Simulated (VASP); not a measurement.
Write the native input for VASP 6.6.1 that does the following.

| Item | Value |
| --- | --- |
| Task | single point |
| Functional | LDA |
| Potentials or basis | VASP PAW LDA potentials, release 64 (Ta_sv_GW) |
| Cutoff | 400 eV |
| k mesh | 18 × 18 × 18 |
| Occupations | gaussian, width 0.05 eV |
| Spin | no spin polarisation |
| Dipole correction | no |
| k mesh for the DOS | 27 × 27 × 27 |
| Occupations for the DOS | tetrahedron |
| Further INCAR settings | ALGO = Normal; EDIFF = 1e-06; NBANDS = 12 |

Crystal: Ta.

```
CELL_PARAMETERS angstrom
-1.62646 1.62646 1.62646
1.62646 -1.62646 1.62646
1.62646 1.62646 -1.62646
ATOMIC_POSITIONS crystal
Ta 0.00000 0.00000 0.00000
```

These files were run (other wordings do the same):

POSCAR

```
Ta
1.0
   -1.6264640240      1.6264640240      1.6264640240
    1.6264640240     -1.6264640240      1.6264640240
    1.6264640240      1.6264640240     -1.6264640240
Ta
1
Direct
    0.0000000000      0.0000000000      0.0000000000
```

INCAR.step1

```
SYSTEM = Ta
ALGO     = Normal         ! electronic algorithm
EDIFF    = 1E-6           ! SCF threshold, eV
ENCUT    = 400            ! plane-wave cutoff, eV
GGA      = CA             ! functional
GGA_COMPAT= .False.      
ISIF     = 2              ! what is computed and relaxed
ISMEAR   = 0              ! smearing method
LASPH    = .True.         ! aspherical terms in the spheres
LCHARG   = .True.         ! write CHGCAR
LMAXMIX  = 4              ! l up to which the mixer works
LORBIT   = 11             ! projections on sites
LREAL    = .False.        ! projectors in reciprocal space
LWAVE    = .False.        ! write WAVECAR
NBANDS   = 12             ! bands
NEDOS    = 2001           ! points of the DOS
NELM     = 120            ! most SCF steps
PREC     = Accurate       ! precision mode
SIGMA    = 0.05           ! smearing width, eV
```

KPOINTS.step1

```
k-points
0
Gamma
  18 18 18
  0 0 0
```

INCAR.step2

```
SYSTEM = Ta
ALGO     = Normal         ! electronic algorithm
EDIFF    = 1E-6           ! SCF threshold, eV
ENCUT    = 400            ! plane-wave cutoff, eV
GGA      = CA             ! functional
GGA_COMPAT= .False.      
ICHARG   = 11             ! starting density
ISIF     = 2              ! what is computed and relaxed
ISMEAR   = -5             ! smearing method
LASPH    = .True.         ! aspherical terms in the spheres
LCHARG   = .False.        ! write CHGCAR
LMAXMIX  = 4              ! l up to which the mixer works
LORBIT   = 11             ! projections on sites
LREAL    = .False.        ! projectors in reciprocal space
LWAVE    = .False.        ! write WAVECAR
NBANDS   = 12             ! bands
NEDOS    = 2001           ! points of the DOS
NELM     = 120            ! most SCF steps
PREC     = Accurate       ! precision mode
SIGMA    = 0.05           ! smearing width, eV
```

KPOINTS.step2

```
k-points
0
Gamma
  27 27 27
  0 0 0
```

Potentials or basis: VASP PAW LDA potentials, release 64 (Ta_sv_GW).

Command:

```console
$ cat potpaw_LDA.64/Ta_sv_GW/POTCAR > POTCAR
$ cp INCAR.step1 INCAR
$ cp KPOINTS.step1 KPOINTS
$ mpirun -np 1 vasp_std > vasp.out
$ cp INCAR.step2 INCAR
$ cp KPOINTS.step2 KPOINTS
$ mpirun -np 1 vasp_std > vasp.out
```

Results of the run:

```yaml
Valence_electrons_inside_the_program's_atomic_spheres: Ta 12.30
```

Wall time 50 s on 1 thread of AMD EPYC 7R13 Processor (Zen 3), with other jobs on the host, peak memory 0.21 GiB.
